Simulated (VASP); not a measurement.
# TiAl: single point with r2SCAN

Crystal: TiAl.

```
Ti Al
1.0
     2.86860    0.00000    0.00000
    -1.43430    2.48428    0.00000
     0.00000    0.00000    4.63387
Ti Al
1 1
Direct
  0.00000 0.00000 0.00000
  0.33333 0.66667 0.50000
```

```
Program             : VASP 6.6.1
Task                : single point
Functional          : r2SCAN
Potentials or basis : VASP PAW PBE potentials, release 64 (Ti_sv, Al)
Cutoff              : 520 eV
k mesh              : 12 × 12 × 8
Occupations         : gaussian, width 0.15 eV
Spin                : no spin polarisation
```

```json
{"Pressure": "0.1 GPa", "Band gap on the k mesh": "zero (an odd number of electrons rules out a gap without spin polarisation)"}
```

Stress tensor (GPa, compression positive):
```
 0.20  0.00  0.00
 0.00  0.20  0.00
 0.00  0.00 -0.07
```

Levels at points of the mesh, in eV from the Fermi level:
```csv
k point,band 6,band 7,band 8,band 9,band 10,band 11
"(0.00, 0.00, 0.00)",-2.40,-2.02,1.43,1.43,3.06,3.06
"(0.50, 0.00, 0.00)",-3.03,-1.56,-1.00,2.36,4.20,4.34
"(0.00, 0.00, 0.50)",-5.64,-0.39,1.45,1.45,2.97,2.97
"(0.50, 0.00, 0.50)",-2.57,-1.92,0.39,1.07,2.13,3.35
```

It took 110 s on 1 thread of AMD EPYC 9R45 96-Core Processor (Zen 5), on a shared host, peak memory 0.16 GiB.

Caveat: the PAW data sets were made with another functional, which shifts forces and pressure a little.
